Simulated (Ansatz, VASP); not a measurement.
## Ni: VASP beside Ansatz

```
Ni
1.0
     1.76026    1.76026    0.00000
    -1.76026    1.76026    0.00000
     0.00000    0.00000    3.52053
Ni
2
Direct
  0.00000 0.00000 0.00000
  0.50000 0.50000 0.50000
```

Alike in both runs: task single point; functional PBE; k mesh 16 × 16 × 12; occupations fermi-dirac, width 0.1 eV; collinear spin.

|  | VASP | Ansatz |
| --- | --- | --- |
| version | VASP 6.6.1 | Ansatz 0.2.0 |
| potentials or method | VASP PAW PBE potentials, release 64 (Ni), cutoff 520 eV | all-electron LAPW, scalar-relativistic |

VASP gave:

| Item | Value |
| --- | --- |
| pressure (GPa) | -0.1 |
| traceless stress, the component that is largest in VASP (GPa) | 0.05 |
| net moment per atom (μB) | 0.61 |
| size of the moment on the site where the two differ most (μB) | 0.62 |

Q: What did Ansatz give for the same quantities?

A: Pressure (GPa): 0.0; traceless stress, the component that is largest in VASP (GPa): 0.05; net moment per atom (μB): 0.62; size of the moment on the site where the two differ most (μB): 0.65.

Site moments also hang on the region over which each program counts them. Ansatz ran all-electron here, and VASP with PAW potentials.
